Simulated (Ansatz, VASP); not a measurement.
## One calculation of C, two programs

The input INCAR:

```
PREC = Accurate
ENCUT = 600
EDIFF = 1E-6
ISMEAR = 0
SIGMA = 0.15
LREAL = False
LASPH = True
NELM = 120
ALGO = Normal
ISIF = 2
LWAVE = False
LCHARG = True
GGA = PS
IVDW = 12
LELF = True
LVHAR = True
NBANDS = 16
GGA_COMPAT = False
```

Contents of KPOINTS:

```
regular mesh
0
Gamma
  18 12 10
```

Contents of POSCAR:

```
C
1.0
   -2.4576582504      0.0000000000      0.0000000000
    0.0000000000      0.0000000000     -3.5294825081
    0.0000000000     -4.2567889574      0.0000000000
C
4
Direct
    0.5000000000      0.0000000000      0.1807617982
    0.0000000000      0.0000000000      0.6737142324
    0.0000000000      0.0000000000      0.3192382018
    0.5000000000      0.0000000000      0.8262857676
```

Input for Ansatz:

```yaml
crystal:
  lattice:
    - [-2.4576582504, 0.0, 0.0]
    - [0.0, 0.0, -3.5294825081]
    - [0.0, -4.2567889574, 0.0]
  atoms:
    - { symbol: C, position: [0.5, 0.0, 0.1807617982] }
    - { symbol: C, position: [0.0, 0.0, 0.6737142324] }
    - { symbol: C, position: [0.0, 0.0, 0.3192382018] }
    - { symbol: C, position: [0.5, 0.0, 0.8262857676] }
basis:
  ecutwfc: 520.0
kpoints:
  mp_grid: { grid: [18, 12, 10] }
hamiltonian:
  xc: pbesol
  pseudopotentials: { kind: paw, azcp: { folder: soft_1 } }
  dispersion: d3bj
scf:
  occupations: { method: gaussian, width: 0.15 }
output:
  forces: true
  stress: true
  eigenvalues: true
```

Change from the starting cell: mode 8 frozen in at -0.015 Å and mode 12 at -0.045 Å (largest displacements).

Alike in both runs: task single point; functional PBEsol; dispersion D3(BJ); k mesh 18 × 12 × 10; occupations gaussian, width 0.15 eV; no spin polarisation.

|  | VASP | Ansatz |
| --- | --- | --- |
| version | VASP 6.6.1 | Ansatz 0.2.0 |
| potentials or method | VASP PAW PBE potentials, release 64 (C), cutoff 600 eV | scalar-relativistic, plane waves, PAW |
| valence electrons in the cell | 16 | 16 |

VASP gave:

- gap on the k mesh at the Fermi level (eV): none
- pressure (GPa): 3.6
- traceless stress, the component that is largest in VASP (GPa): 11.62
- rms of the force components (eV/Å): 2.636

Task: Which values does Ansatz return?

Result: gap on the k mesh at the Fermi level (eV): none; pressure (GPa): 3.4; traceless stress, the component that is largest in VASP (GPa): 11.15; rms of the force components (eV/Å): 2.629.

VASP's potentials were made for PBE, not for PBEsol, and Ansatz warns of the same on its side. Atom by atom the forces differ by 0.009 eV/Å (rms over components). A gap of «none» marks a metal or a gap that the smearing closes.
